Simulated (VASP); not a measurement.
Ga5As2P3, 10 atoms in the cell. The typed cell holds 10 atoms: a = 3.981 Å, b = 3.980 Å, c = 14.164 Å, α = 98.08°, β = 98.01°, γ = 90.03°. 

- Program: VASP 6.6.1
- Task: single point
- Functional: PBE
- Potentials or basis: VASP PAW PBE potentials, release 64 (Ga_d, P, As)
- Cutoff: 520 eV
- k mesh: 4 × 4 × 4
- Occupations: gaussian, width 0.1 eV
- Spin: no spin polarisation
- Dipole correction: no
- Further INCAR settings: ALGO = Normal; EDIFF = 1e-07; NBANDS = 56

Potentials or basis: VASP PAW PBE potentials, release 64 (Ga_d, P, As).

Command:

```sh
$ cat potpaw_PBE.64/Ga_d/POTCAR potpaw_PBE.64/P/POTCAR potpaw_PBE.64/As/POTCAR > POTCAR
$ mpirun -np 1 vasp_std > vasp.out
```

Hardware: 1 thread of Intel Xeon 8259CL (shared host).

**Question.** How long does it take, and how much memory?

**Answer.** Run time: 19 min on 1 thread of Intel Xeon 8259CL, on a shared host, peak memory 0.52 GiB. Counts: scf iterations 17, k points 36.
